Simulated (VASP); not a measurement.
Set up this calculation in VASP 6.6.1, as the native input.

```
Task                   : single point
Functional             : PBE
Potentials or basis    : VASP PAW PBE potentials, release 64 (Hf_pv, O)
Cutoff                 : 520 eV
k mesh                 : 9 × 9 × 9
Occupations            : fermi-dirac, width 0.05 eV
Spin                   : no spin polarisation
Hubbard terms          : Hf d U = 5.0 eV
Dipole correction      : no
Further INCAR settings : ALGO = Normal; EDIFF = 1e-07; NBANDS = 18
```

The structure of HfO2 lies in POSCAR:

```
HfO2
1.0
    0.0000000000      2.5753267817      2.5753267817
    2.5753267817      0.0000000000      2.5753267817
    2.5753267817      2.5753267817      0.0000000000
Hf O
1 2
Direct
    0.0000000000      0.0000000000      0.0000000000
    0.7500000000      0.7500000000      0.7500000000
    0.2500000000      0.2500000000      0.2500000000
```

These files were run (other wordings do the same):

INCAR

```
PREC = Accurate ; ENCUT = 520
EDIFF = 1E-7 ; ISMEAR = -1
SIGMA = 0.05 ; LREAL = False
LASPH = True ; NELM = 150
ALGO = Normal ; ISIF = 2
LWAVE = False ; LCHARG = True
LMAXMIX = 4 ; LDAU = True
LDAUTYPE = 2 ; LDAUL = 2 -1
LDAUU = 5 0 ; LDAUJ = 0 0
LDAUPRINT = 1 ; GGA = PE
LELF = True ; LVHAR = True
NBANDS = 18
```

KPOINTS

```
Automatic mesh
0
Gamma
  9 9 9
```

Potentials or basis: VASP PAW PBE potentials, release 64 (Hf_pv, O).

The run is started by

```console
$ cat potpaw_PBE.64/Hf_pv/POTCAR potpaw_PBE.64/O/POTCAR > POTCAR
$ mpirun -np 1 vasp_std > vasp.out
```

Results of the run:

| Item | Value |
| --- | --- |
| Pressure | 2.1 GPa |
| Band gap on the k mesh | 4.41 eV (least direct gap 4.52 eV) |

Caveat: spin-orbit coupling is left out, which moves the levels of the heavy elements; an odd mesh through Γ misses points on the zone boundary, where band edges can lie.

Run time: 38 s on 1 thread of Intel Xeon 8259CL (shared host), peak memory 0.17 GiB.
